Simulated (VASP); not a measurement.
Wanted: the native input for a VASP 6.6.1 run.

```
Task                   : single point
Functional             : PBE
Potentials or basis    : VASP PAW PBE potentials, release 64 (Al, Cd)
Cutoff                 : 520 eV
k mesh                 : 9 × 9 × 9
Occupations            : fermi-dirac, width 0.05 eV
Spin                   : no spin polarisation
Dipole correction      : no
Further INCAR settings : ALGO = Normal; EDIFF = 1e-07; NBANDS = 14
```

The structure of AlCd lies in POSCAR:

```
AlCd
1.0
    1.9318544805      1.1153566994      3.2060521548
   -1.9318544805      1.1153566994      3.2060521548
    0.0000000000     -2.2307134090      3.2060521548
Al Cd
1 1
Direct
    0.5000000000      0.5000000000      0.5000000000
    0.0000000000      0.0000000000      0.0000000000
```

These files were run (other wordings do the same):

INCAR

```
PREC = Accurate
ENCUT = 520
EDIFF = 1E-7
ISMEAR = -1
SIGMA = 0.05
LREAL = False
LASPH = True
NELM = 80
ALGO = Normal
ISIF = 2
LWAVE = False
LCHARG = False
GGA = PE
NBANDS = 14
```

KPOINTS

```
Automatic mesh
0
Gamma
  9 9 9
```

Potentials or basis: VASP PAW PBE potentials, release 64 (Al, Cd).

The run is started by

```sh
$ cat potpaw_PBE.64/Al/POTCAR potpaw_PBE.64/Cd/POTCAR > POTCAR
$ mpirun -np 1 vasp_std > vasp.out
```

Results of the run:

The pressure is 6.4 GPa and the band gap on the k mesh is zero (an odd number of electrons rules out a gap without spin polarisation).

Caveat: the cell stands under pressure.

It took 54 s on 1 thread of Intel(R) Xeon(R) Platinum 8488C (Sapphire Rapids), with other jobs on the host, peak memory 0.2 GiB.
